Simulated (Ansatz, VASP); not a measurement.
## Two plane-wave programs on Pt

The input INCAR:

```
ALGO = Fast
EDIFF = 1E-6
ENCUT = 520
GGA = PE
ISIF = 2
ISMEAR = 0
LASPH = T
LCHARG = T
LELF = T
LREAL = F
LVHAR = T
LWAVE = F
NBANDS = 11
NELM = 80
PREC = Accurate
SIGMA = 0.15
```

KPOINTS

```
k-points
0
Gamma
  20 20 20
```

The input POSCAR:

```
Pt
1.0
   -0.1984964712      1.9254157702      1.9254157702
    1.9254157702     -0.1984964712      1.9254157702
    1.9254157702      1.9254157702     -0.1984964712
Pt
1
Direct
    0.0000000000      0.0000000000      0.0000000000
```

Input for Ansatz:

```yaml
crystal:
  lattice:
    - [-0.1984964712, 1.9254157702, 1.9254157702]
    - [1.9254157702, -0.1984964712, 1.9254157702]
    - [1.9254157702, 1.9254157702, -0.1984964712]
  atoms:
    - { symbol: Pt, position: [0.0, 0.0, 0.0] }
basis:
  ecutwfc: 420
kpoints:
  mp_grid: { grid: [20, 20, 20] }
hamiltonian:
  xc: pbe
  pseudopotentials: { kind: paw, azcp: { folder: soft_1 } }
scf:
  occupations: { method: gaussian, width: 0.15 }
output:
  forces: true
  stress: true
  eigenvalues: true
```

Change from the starting cell: equal engineering shear yz, xz and xy -0.1000, equal normal strain along x, y and z +0.0200.

Alike in both runs: task single point; functional PBE; k mesh 20 × 20 × 20; occupations gaussian, width 0.15 eV; no spin polarisation.

|  | VASP | Ansatz |
| --- | --- | --- |
| version | VASP 6.6.1 | Ansatz 0.2.0 |
| potentials or method | VASP PAW PBE potentials, release 64 (Pt), cutoff 520 eV | scalar-relativistic, plane waves, PAW |
| valence electrons in the cell | 10 | 18 |

|  | VASP | Ansatz | Ansatz less VASP |
| --- | --- | --- | --- |
| gap on the k mesh at the Fermi level (eV) | none | none | - |
| pressure (GPa) | -6.8 | -6.4 | +0.42 |
| traceless stress, the component that is largest in VASP (GPa) | 5.20 | 5.25 | +0.049 |

A gap of «none» marks a metal or a gap that the smearing closes. The functional is the same, so the differences come from potentials, cutoffs and numerics. VASP's potentials hold 10 valence electrons a cell and Ansatz's 18, so a difference there can come from the potentials and not from the codes.

Neither program's run includes spin-orbit coupling.
